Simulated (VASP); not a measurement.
Write the native input for VASP 6.6.1 that does the following.

- Task: single point
- Functional: LDA
- Potentials or basis: VASP PAW LDA potentials, release 64 (Mn_pv, Zn)
- Cutoff: 520 eV
- k mesh: 11 × 11 × 11
- Occupations: fermi-dirac, width 0.05 eV
- Spin: collinear spin, ferromagnetic start
- Starting moments: [4.0, 0.0] μB
- Dipole correction: no
- Further INCAR settings: ALGO = Normal; EDIFF = 1e-06; NBANDS = 24

The structure of MnZn lies in POSCAR:

```
MnZn
1.0
    2.8926569661      0.0000000000      0.0000000000
    0.0000000000      2.8926569661      0.0000000000
    0.0000000000      0.0000000000      2.8926569661
Mn Zn
1 1
Direct
    0.0000000000      0.0000000000      0.0000000000
    0.5000000000      0.5000000000      0.5000000000
```

One way to write it, as run:

INCAR

```
ALGO = Normal ; EDIFF = 1E-6
ENCUT = 520 ; ISIF = 2
ISMEAR = -1 ; ISPIN = 2
LASPH = True ; LCHARG = False
LMAXMIX = 4 ; LORBIT = 11
LREAL = False ; LWAVE = False
MAGMOM = 4 0 ; NBANDS = 24
NELM = 150 ; PREC = Accurate
SIGMA = 0.05
```

KPOINTS

```
k-points
0
Gamma
  11 11 11
```

Potentials or basis: VASP PAW LDA potentials, release 64 (Mn_pv, Zn).

The run is started by

```console
$ cat potpaw_LDA.64/Mn_pv/POTCAR potpaw_LDA.64/Zn/POTCAR > POTCAR
$ mpirun -np 1 vasp_std > vasp.out
```

It gave:

| Property | Result |
| --- | --- |
| Pressure | 0.4 GPa |
| Net moment | 2.62 μB per cell |
| Site moments | Mn +2.58; Zn -0.03 μB |
| Valence electrons inside the program's atomic spheres | Mn 11.76; Zn 11.06 |

Wall time 38 s on 1 thread of Intel(R) Xeon(R) Platinum 8259CL CPU @ 2.50GHz (Skylake/Cascade Lake), on a shared host, peak memory 0.17 GiB.
